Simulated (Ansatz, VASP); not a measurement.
# LiF in VASP and in Ansatz

```
Li F
1.0
     3.09762    0.00000    0.00000
    -1.54881    2.68262    0.00000
     0.00000    0.00000    4.45810
Li F
2 2
Cartesian
  0.0000 1.7884 1.7118
  1.5488 0.8942 3.9409
  0.0000 1.7884 4.4181
  1.5488 0.8942 2.1890
```

Alike in both runs: task single point; functional LDA; k mesh 9 × 9 × 6; occupations gaussian, width 0.05 eV; no spin polarisation.

|  | VASP | Ansatz |
| --- | --- | --- |
| version | VASP 6.6.1 | Ansatz 0.2.0 |
| potentials or method | VASP PAW LDA potentials, release 64 (Li_sv, F), cutoff 520 eV | scalar-relativistic, plane waves, PAW |
| valence electrons in the cell | 20 | 20 |

|  | VASP | Ansatz | Ansatz less VASP |
| --- | --- | --- | --- |
| gap on the k mesh at the Fermi level (eV) | 7.74 | 7.76 | +0.015 |
| least direct gap on the mesh (eV) | 7.74 | 7.76 | +0.015 |
| rms of the force components (eV/Å) | 0.221 | 0.216 | -0.0049 |

LDA's correlation is that of Perdew and Zunger in VASP and of Perdew and Wang (1992) in Ansatz. Atom by atom the forces differ by 0.005 eV/Å (rms over components).

Noted on VASP's run: the cutoff is under 1.25 times that of the potentials, so the pressure is a little rough.
